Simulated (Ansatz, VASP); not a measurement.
Two plane-wave programs on C3N

```xyz
8
Lattice="3.6884 0.0000 0.0000 -1.8442 3.1943 0.0000 0.0000 0.0000 6.5059" Properties=species:S:1:pos:R:3 pbc="T T T"
C     2.8105    0.0000    4.8794
C     1.4052    2.4340    1.6265
C     0.8779    0.0000    1.6265
C     0.4390    0.7603    4.8794
C    -1.4052    2.4340    4.8794
C    -0.4390    0.7603    1.6265
N     0.0000    0.0000    3.2530
N     0.0000    0.0000    0.0000
```

Change from the starting cell: species swapped into the ZrBr3 type (P6_3/mcm, No. 193).

Alike in both runs: functional PBE; k mesh 12 × 12 × 8; occupations gaussian, width 0.1 eV; no spin polarisation.

Ansatz relaxed the structure, and its values are those at the end. VASP's run is a single point on that final structure, the one shown.

|  | VASP | Ansatz |
| --- | --- | --- |
| version | VASP 6.6.1 | Ansatz 0.2.0 |
| potentials or method | VASP PAW PBE potentials, release 64 (C, N), cutoff 520 eV | scalar-relativistic, plane waves, PAW |
| valence electrons in the cell | 34 | 34 |

|  | VASP | Ansatz | Ansatz less VASP |
| --- | --- | --- | --- |
| gap on the k mesh at the Fermi level (eV) | none | none | - |
| pressure (GPa) | 0.4 | 0.0 | -0.37 |
| rms of the force components (eV/Å) | 0.057 | 0.001 | -0.0557 |

A gap of «none» marks a metal or a gap that the smearing closes. The functional is the same, so the differences come from potentials, cutoffs and numerics.
